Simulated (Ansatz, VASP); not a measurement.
# AlB2Sb3: VASP beside Ansatz

```
Al B Sb
1.0
     6.59371    0.00000    0.00000
    -3.29686    5.71032    0.00000
     0.00000    0.00000    3.22475
Al B Sb
1 2 3
Direct
  0.00000 0.00000 0.00000
  0.33333 0.66667 0.50000
  0.66667 0.33333 0.50000
  0.50000 0.00000 0.00000
  0.00000 0.50000 0.00000
  0.50000 0.50000 0.00000
```

Alike in both runs: functional PBE; k mesh 3 × 3 × 6; occupations gaussian, width 0.1 eV; no spin polarisation.

Ansatz relaxed the structure, and its values are those at the end. VASP's run is a single point on that final structure, the one shown.

|  | VASP | Ansatz |
| --- | --- | --- |
| version | VASP 6.6.1 | Ansatz 0.2.0 |
| potentials or method | VASP PAW PBE potentials, release 64 (Al, B, Sb), cutoff 520 eV | scalar-relativistic, plane waves, PAW |
| valence electrons in the cell | 24 | 54 |

```csv
,VASP,Ansatz,Ansatz less VASP
gap on the k mesh at the Fermi level (eV),none,none,-
pressure (GPa),0.0,0.0,-0.02
```

A gap of «none» marks a metal or a gap that the smearing closes. VASP's potentials hold 24 valence electrons a cell and Ansatz's 54, so a difference there can come from the potentials and not from the codes.

The k mesh is coarse, so the values compare programs but aren't converged. Spin-orbit coupling is off throughout.
